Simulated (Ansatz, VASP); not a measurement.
Ru in VASP and in Ansatz

```
Ru
1.0
     2.66521    0.00000    0.00000
    -1.33261    2.30814    0.00000
     0.00000    0.00000    4.28190
Ru
2
Direct
  0.33333 0.66667 0.25000
  0.66667 0.33333 0.75000
```

Change from the starting cell: strain -0.015 along x and y, +0.000 along z, atoms carried along.

Alike in both runs: task single point; functional PBEsol; k mesh 24 × 24 × 12; occupations gaussian, width 0.15 eV; no spin polarisation.

```csv
,VASP,Ansatz
version,VASP 6.6.1,Ansatz 0.2.0
potentials or method,"VASP PAW PBE potentials, release 64 (Ru_pv), cutoff 520 eV","scalar-relativistic, plane waves, PAW"
valence electrons in the cell,28,32
```

Ansatz gave:

| Quantity | Value |
| --- | --- |
| gap on the k mesh at the Fermi level (eV) | none |
| pressure (GPa) | 4.0 |
| traceless stress, the component that is largest in VASP (GPa) | -5.96 |

Problem. Which values does VASP return?

Solution. gap on the k mesh at the Fermi level (eV): none; pressure (GPa): 3.9; traceless stress, the component that is largest in VASP (GPa): -5.94.

VASP's potentials were made for PBE, not for PBEsol. A gap of «none» marks a metal or a gap that the smearing closes. VASP's potentials hold 28 valence electrons a cell and Ansatz's 32, so a difference there can come from the potentials and not from the codes.
